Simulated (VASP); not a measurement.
SrTiO3, 5 atoms in the cell. It takes space group Pm-3m (No. 221, cubic). The conventional cell has a = 3.905 Å, b = 3.905 Å, c = 3.905 Å, α = 90.00°, β = 90.00°, γ = 90.00°. Sr (site symmetry m-3m) has 12 O at 2.76 Å and 8 Ti at 3.38 Å within 3.6 Å. Ti (site symmetry m-3m) has 6 O at 1.95 Å within 2.6 Å. Within 2.6 Å of O (site symmetry 4/mmm) lie 2 Ti at 1.95 Å. 

| Item | Value |
| --- | --- |
| Program | VASP 6.6.1 |
| Task | relaxation of the atoms |
| Functional | PBE |
| Potentials or basis | VASP PAW PBE potentials, release 64 (Sr_sv, Ti_sv, O) |
| Cutoff | 520 eV |
| k mesh | 8 × 8 × 8 |
| Occupations | fermi-dirac, width 0.02 eV |
| Spin | no spin polarisation |
| Dipole correction | no |
| Further INCAR settings | ALGO = Normal; EDIFF = 1e-07; IBRION = 2; EDIFFG = -0.02; NSW = 80 |

Potentials or basis: VASP PAW PBE potentials, release 64 (Sr_sv, Ti_sv, O).

Launch:

```sh
$ cat potpaw_PBE.64/Sr_sv/POTCAR potpaw_PBE.64/Ti_sv/POTCAR potpaw_PBE.64/O/POTCAR > POTCAR
$ mpirun -np 1 vasp_std > vasp.out
```

Hardware: 1 thread of Intel(R) Xeon(R) 6975P-C (Granite Rapids), with other jobs on the host.

Q: Estimate the wall time of this run.

A: Wall time 25 s on 1 thread of Intel(R) Xeon(R) 6975P-C (Granite Rapids), with other jobs on the host, peak memory 0.2 GiB. Counts: scf iterations 18, k points 35, ion steps 1.
